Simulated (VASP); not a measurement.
The system is Tc3Sn.

```
Tc Sn
1.0
     0.00000    3.17219    3.17219
     3.17219    0.00000    3.17219
     3.17219    3.17219    0.00000
Tc Sn
3 1
Direct
  0.25000 0.25000 0.25000
  0.75000 0.75000 0.75000
  0.50000 0.50000 0.50000
  0.00000 0.00000 0.00000
```

Base run:

| Item | Value |
| --- | --- |
| Program | VASP 6.6.1 |
| Functional | PBEsol |
| Dispersion | D3(BJ) |
| Potentials or basis | VASP PAW PBE potentials, release 64 (Tc_pv, Sn_d) |
| Cutoff | 520 eV |
| k mesh | 8 × 8 × 8 |
| Occupations | fermi-dirac, width 0.05 eV |
| Spin | no spin polarisation |

Its results: pressure -15.8 GPa.

Problem. The run is repeated on the same cell with these changes: k mesh from 8 × 8 × 8 to 2 × 2 × 2. What comes out?

Solution. Pressure -13.2 GPa.

Caveats: some runs use coarse meshes; three body term missing; the PAW data sets were made with another functional, which shifts forces and pressure a little; pairwise dispersion overbinds metals, which lowers pressure and volume.
